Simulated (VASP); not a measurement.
# Si (a cell with a defect) in VASP: notebook

Runs on Si (a cell with a defect). Level: PBEsol. Tasks: single point.

Everything below comes from runs of VASP 6.6.1. Logs are shortened: lines on timing, memory, paths and dates and some standing lists are left out, and cuts for length are marked.

**1. The cell of the first run**

The cell holds a defect, 17 atoms: a = 7.679 Å, b = 7.679 Å, c = 7.679 Å, α = 60.00°, β = 60.00°, γ = 60.00°.

**2. Single point, PBEsol**

The input, INCAR:

```
SYSTEM = Si
PREC = Accurate ; ENCUT = 520
EDIFF = 1E-6 ; ISMEAR = -1
SIGMA = 0.05 ; LREAL = Auto
LASPH = .TRUE. ; NELM = 60
ALGO = Normal ; ISIF = 2
LWAVE = .FALSE. ; LCHARG = .TRUE.
GGA = PS ; LELF = .TRUE.
LVHAR = .TRUE. ; NBANDS = 48
```

The input, KPOINTS:

```
Automatic mesh
0
G
  2 2 2
  0 0 0
```

The input, POSCAR:

```
Si
1.0
    0.0000000000      5.4300000000      5.4300000000
    5.4300000000      0.0000000000      5.4300000000
    5.4300000000      5.4300000000      0.0000000000
Si
17
Direct
   -0.0040357274     -0.0046267035     -0.0016777164
    0.1370164825      0.1364448435      0.0896126151
    0.0134648250      0.0128867403      0.4602756906
    0.1175822284      0.1170150092      0.6198752302
   -0.0040392265      0.5098578269     -0.0016828729
    0.1191681400      0.6233423573      0.1336574586
   -0.0119622468      0.5029546961      0.5055714549
    0.1175870166      0.6450433702      0.6198730203
    0.5104295580     -0.0046264273     -0.0016713628
    0.6239313076      0.1185782689      0.1336548803
    0.5035287293     -0.0125346225      0.5055701657
    0.6456204420      0.1170112339      0.6198802947
    0.4927127993      0.4921186924      0.0225522099
    0.6239279926      0.6233425414      0.1336563536
    0.5035284530      0.5029538674      0.5055706262
    0.6171492634      0.6165768877      0.6492157459
    0.2672593923      0.2666719153      0.6989041436
```

Potentials or basis: VASP PAW PBE potentials, release 64 (Si).

Started as:

```bash
cat potpaw_PBE.64/Si/POTCAR > POTCAR
mpirun -np 1 vasp_std > vasp.out
```

OUTCAR:

```text
SYSTEM = Si
   PREC = Accurate
   ENCUT = 520
   EDIFF = 1E-6
   ISMEAR = -1
   LREAL = Auto
   LASPH = .TRUE.
   NELM = 60
   ISIF = 2
   GGA = PS

 ion  position               nearest neighbor table
   1  0.996  0.995  0.998-   6 2.33  10 2.33   2 2.35   4 2.37  17 2.95
   2  0.137  0.136  0.090-   3 2.32   5 2.35   9 2.35   1 2.35  17 2.45
   3  0.013  0.013  0.460-   8 2.32  12 2.32   4 2.32   2 2.32
   4  0.118  0.117  0.620-   3 2.32   1 2.37  17 2.39   7 2.42  11 2.42
   5  0.996  0.510  0.998-   6 2.33  14 2.33   2 2.35   8 2.37  17 2.95
   6  0.119  0.623  0.134-   7 2.33   1 2.33   5 2.33  13 2.34
   7  0.988  0.503  0.506-  16 2.33   6 2.33   8 2.42   4 2.42  17 2.59
   8  0.118  0.645  0.620-   3 2.32   5 2.37  17 2.39   7 2.42  15 2.42
   9  0.510  0.995  0.998-  14 2.33  10 2.33   2 2.35  12 2.37  17 2.95
  10  0.624  0.119  0.134-  11 2.33   9 2.33   1 2.33  13 2.34
  11  0.504  0.987  0.506-  16 2.33  10 2.33   4 2.42  12 2.42  17 2.59
  12  0.646  0.117  0.620-   3 2.32   9 2.37  17 2.39  15 2.42  11 2.42
  13  0.493  0.492  0.023-  16 2.34  10 2.34  14 2.34   6 2.34
  14  0.624  0.623  0.134-  15 2.33   9 2.33   5 2.33  13 2.34
  15  0.504  0.503  0.506-  16 2.33  14 2.33   8 2.42  12 2.42  17 2.59
  16  0.617  0.617  0.649-   7 2.33  11 2.33  15 2.33  13 2.34
  17  0.267  0.267  0.699-  12 2.39   4 2.39   8 2.39   2 2.45  11 2.59  15 2.59   7 2.59   1 2.95
                             9 2.95   5 2.95

  LATTYP: Found a face centered cubic cell.
 ALAT       =    10.8600000000

  Lattice vectors:

 A1 = (   0.0000000000,   5.4300000000,   5.4300000000)
 A2 = (   5.4300000000,   0.0000000000,   5.4300000000)
 A3 = (   5.4300000000,   5.4300000000,   0.0000000000)

Analysis of symmetry for initial positions (statically):
=====================================================================
 Subroutine PRICEL returns:
 Original cell was already a primitive cell.

 Routine SETGRP: Setting up the symmetry group for a
 face centered cubic supercell.

 Subroutine GETGRP returns: Found  1 space group operations
 (whereof  1 operations were pure point group operations)
 out of a pool of 48 trial point group operations.

The static configuration has the point symmetry C_1 .

Analysis of symmetry for dynamics (positions and initial velocities):
=====================================================================
 Subroutine PRICEL returns:
 Original cell was already a primitive cell.

 Routine SETGRP: Setting up the symmetry group for a
 face centered cubic supercell.

 Subroutine GETGRP returns: Found  1 space group operations
 (whereof  1 operations were pure point group operations)
 out of a pool of 48 trial point group operations.

The dynamic configuration has the point symmetry C_1 .

 Subroutine INISYM returns: Found  1 space group operations
 (whereof  1 operations are pure point group operations),
 and found     1 'primitive' translations

----------------------------------------------------------------------------------------

                                     Primitive cell

  volume of cell :     320.2060

  direct lattice vectors                    reciprocal lattice vectors
     0.000000000  5.430000000  5.430000000    -0.092081031  0.092081031  0.092081031
     5.430000000  0.000000000  5.430000000     0.092081031 -0.092081031  0.092081031
     5.430000000  5.430000000  0.000000000     0.092081031  0.092081031 -0.092081031

  length of vectors
     7.679179644  7.679179644  7.679179644     0.159489025  0.159489025  0.159489025

  position of ions in fractional coordinates (direct lattice)
     0.995964273  0.995373296  0.998322284
     0.137016483  0.136444844  0.089612615
     0.013464825  0.012886740  0.460275691
     0.117582228  0.117015009  0.619875230
     0.995960774  0.509857827  0.998317127
     0.119168140  0.623342357  0.133657459
[... 9 lines left out ...]
     0.617149263  0.616576888  0.649215746
     0.267259392  0.266671915  0.698904144

  ion indices of the primitive-cell ions
   primitive index   ion index
                 1           1
                 2           2
                 3           3
                 4           4
                 5           5
                 6           6
[... 9 lines left out ...]
                16          16
                17          17

----------------------------------------------------------------------------------------

 KPOINTS: Automatic mesh

Automatic generation of k-mesh.
 Grid dimensions read from file:
 generate k-points for:    2    2    2

 Generating k-lattice:

  Cartesian coordinates                     Fractional coordinates (reciprocal lattice)
    -0.046040516  0.046040516  0.046040516     0.500000000  0.000000000  0.000000000
     0.046040516 -0.046040516  0.046040516     0.000000000  0.500000000  0.000000000
     0.046040516  0.046040516 -0.046040516     0.000000000  0.000000000  0.500000000

  Length of vectors
     0.079744512  0.079744512  0.079744512

  Shift w.r.t. Gamma in fractional coordinates (k-lattice)
     0.000000000  0.000000000  0.000000000

 Subroutine IBZKPT returns following result:
 ===========================================

 Found      8 irreducible k-points:

 Following reciprocal coordinates:
            Coordinates               Weight
  0.000000  0.000000  0.000000      1.000000
  0.500000  0.000000  0.000000      1.000000
  0.000000  0.500000  0.000000      1.000000
  0.000000  0.000000  0.500000      1.000000
  0.500000  0.500000  0.500000      1.000000
  0.500000  0.500000  0.000000      1.000000
  0.000000  0.500000  0.500000      1.000000
  0.500000  0.000000  0.500000      1.000000
   k-points           NKPTS =      8   k-points in BZ     NKDIM =      8   number of bands    NBANDS=     48
   number of dos      NEDOS =    301   number of ions     NIONS =     17
   total plane-waves  NPLWV = 216000
   dimension x,y,z NGX =    60 NGY =   60 NGZ =   60
   dimension x,y,z NGXF=   120 NGYF=  120 NGZF=  120
   ions per type =              17
   NGX,Y,Z   is equivalent  to a cutoff of  12.99, 12.99, 12.99 a.u.
   NGXF,Y,Z  is equivalent  to a cutoff of  25.98, 25.98, 25.98 a.u.
 SYSTEM =  Si
   PREC   = accura    normal or accurate (medium, high low for compatibility)
   ISTART =      0    job   : 0-new  1-cont  2-samecut
   ICHARG =      2    charge: 1-file 2-atom 10-const
   ISPIN  =      1    spin polarized calculation?
   LNONCOLLINEAR =      F non collinear calculations
   LSORBIT =      F    spin-orbit coupling
   LASPH  =      T    aspherical Exc in radial PAW
   ENCUT  =  520.0 eV  38.22 Ry    6.18 a.u.  14.28 14.28 14.28*2*pi/ulx,y,z
   NELM   =     60;   NELMIN=  2; NELMDL= -5     # of ELM steps
   EDIFF  = 0.1E-05   stopping-criterion for ELM
   LREAL  =      T    real-space projection
   EDIFFG = 0.1E-04   stopping-criterion for IOM
   NSW    =      0    number of steps for IOM
   IBRION =     -1    ionic relax: 0-MD 1-quasi-New 2-CG
   NFREE  =      0    steps in history (QN), initial steepest desc. (CG)
   ISIF   =      2    stress and relaxation
   ISYM   =      2    0-nonsym 1-usesym 2-fastsym
   POTIM  = 0.5000    time-step for ionic-motion
   TEBEG  =    0.0;   TEEND  =   0.0 temperature during run
   PSTRESS=    0.0 pullay stress
   NELECT =      68.0000    total number of electrons
   NUPDOWN=      -1.0000    fix difference up-down
   EMIN   =  10.00;   EMAX   =-10.00  energy-range for DOS
   EFERMI =   0.00;   METHOD = LEGACY
   ISMEAR =    -1;   SIGMA  =   0.05  broadening in eV -4-tet -1-fermi 0-gaus
   EFERMI_NEDOS =   21; number of points for ismear=-14 and -15
   IALGO  =     38    algorithm
   IMIX   =      4    mixing-type and parameters
     AMIX     =   0.40;   BMIX     =  1.00
     AMIX_MAG =   1.60;   BMIX_MAG =  1.00
  volume/ion in A,a.u.               =      18.84       127.11
  Fermi-wavevector in a.u.,A,eV,Ry     =   0.976715  1.845724 12.979587  0.953973
  Thomas-Fermi vector in A             =   2.107356
   LORBIT       =      0    0 simple, 1 ext, 2 COOP (PROOUT), +10 PAW based schemes
   GGA     = PS    functional components
   LHFCALC =     F    Hartree Fock is set to
   AEXX    =    0.0000 exact exchange contribution
   IVDW    =     0    specifies the selected vdW correction
   LEPSILON=     F    determine dielectric tensor
   LRPA    =     F    only Hartree local field effects (RPA)
 non-spin polarized calculation
  energy-cutoff  :      520.00
  volume of cell :      320.21
 maximum number of plane-waves:      8646
 NGX is ok and might be reduce to    60
   NGX = 29   NGY = 29   NGZ = 29

 number of electron      68.0000000 magnetization

 Free energy of the ion-electron system (eV)
  ---------------------------------------------------
  ext. energy  EPLUGINS =         0.00000000
  ---------------------------------------------------
  free energy    TOTEN  =       -93.84230741 eV

  energy without entropy =      -93.79541863  energy(sigma->0) =      -93.81886302

 E-fermi :   6.7466     XC(G=0):  -9.8128

 val. band max:        6.6406159470   @ k =   0.0000   0.0000   0.0000
 cond. band min:       6.7831800564   @ k =   0.5000   0.5000   0.0000
 fundamental gap:      0.1425641093
 Fermi energy:         6.7466249535

 k-point     1 :       0.0000    0.0000    0.0000
  band No.  band energies     occupation
      1      -6.3677      2.00000
      2      -3.8749      2.00000
      3      -3.6870      2.00000
      4      -3.6869      2.00000
      5      -3.5774      2.00000
      6      -2.8195      2.00000
[... 38 lines left out ...]
     45       8.1264      0.00000
     46       8.8439      0.00000

 k-point     2 :       0.5000    0.0000    0.0000
  band No.  band energies     occupation
      1      -5.9500      2.00000
      2      -5.0321      2.00000
      3      -3.6516      2.00000
      4      -3.5066      2.00000
      5      -3.3722      2.00000
      6      -3.0180      2.00000
[... 286 lines left out ...]
 k-point     8 :       0.5000    0.0000    0.5000
  band No.  band energies     occupation
      1      -5.8223      2.00000
      2      -4.7780      2.00000
      3      -4.0613      2.00000
      4      -3.9396      2.00000
      5      -3.8988      2.00000
      6      -3.6870      2.00000
[... 38 lines left out ...]
     45      10.0350      0.00000
     46      10.2266      0.00000
 [bands above 46 left out]

------------------------ aborting loop because EDIFF is reached ----------------------------------------

  FORCE on cell =-STRESS in cart. coord.  units (eV):
  Direction    XX          YY          ZZ          XY          YZ          ZX
  --------------------------------------------------------------------------------------
  -------------------------------------------------------------------------------------
  Total        6.3277851      6.3271475      6.3266323     -0.3105767      0.3092792      0.3092427
  in kB       31.6615970     31.6584071     31.6558288     -1.5539963      1.5475043      1.5473213
  external PRESSURE =      31.6586110 kB  Pullay stress =       0.0000000 kB

 VOLUME and BASIS-vectors are now :
 -----------------------------------------------------------------------------
  energy-cutoff  :      520.00
  volume of cell :      320.21
      direct lattice vectors                 reciprocal lattice vectors
     0.000000000  5.430000000  5.430000000    -0.092081031  0.092081031  0.092081031
     5.430000000  0.000000000  5.430000000     0.092081031 -0.092081031  0.092081031
     5.430000000  5.430000000  0.000000000     0.092081031  0.092081031 -0.092081031

 POSITION                                       TOTAL-FORCE (eV/Angst)
 -----------------------------------------------------------------------------------
     10.82577     10.82898     10.81296         0.005190      0.004479      0.031368
      1.22749      1.23060      1.48490         0.079088      0.080338     -0.080165
      2.56927      2.57241      0.14309         0.060072      0.060517     -0.060210
      4.00131      4.00439      1.27386         0.010911      0.010475      0.074246
      8.18939     10.82893      8.17660        -0.031901      0.005147     -0.005424
      4.11051      1.37284      4.03183        -0.025935     -0.027192      0.024884
[... 9 lines left out ...]
      6.87325      6.87636      6.69913        -0.035984     -0.037303      0.036796
      5.24308      5.24627      2.89925         0.158114      0.157796     -0.157964
 -----------------------------------------------------------------------------------
    total drift:                                0.004943      0.007394     -0.005919

  FREE ENERGIE OF THE ION-ELECTRON SYSTEM (eV)
  ---------------------------------------------------
  free  energy   TOTEN  =       -93.8423074146 eV

  energy  without entropy=      -93.7954186284  energy(sigma->0) =      -93.81886302
```

Run time: 6.8 min. Hardware: 1 thread of Intel Xeon 8259CL, shared host; peak memory 0.47 GiB.

What came out:

- Free energy: -93.8423 eV
- Pressure: 3.2 GPa
- Largest force: 0.274 eV/Å
- Band gap on the k mesh: zero (bands 34 and 35 overlap by 0.14 eV)

Forces in eV/Å, atoms in the order of the input:
```
Si   0.005  0.004  0.031
Si   0.079  0.080 -0.080
Si   0.060  0.061 -0.060
Si   0.011  0.010  0.074
Si  -0.032  0.005 -0.005
Si  -0.026 -0.027  0.025
Si  -0.026 -0.023  0.026
Si  -0.074  0.011 -0.010
Si   0.005 -0.031 -0.004
Si  -0.028 -0.025  0.025
Si  -0.023 -0.026  0.026
Si   0.011 -0.074 -0.010
Si  -0.034 -0.035  0.035
Si  -0.025 -0.025  0.027
Si  -0.025 -0.025  0.023
Si  -0.036 -0.037  0.037
Si   0.158  0.158 -0.158
```

Caveat: the k points lie up to 0.50 Å⁻¹ apart; the PAW data sets were made with another functional, which shifts forces and pressure a little.

[end of part 1 of 2]

The gap in the log of VASP goes by the Fermi energy; the results here count the filled bands.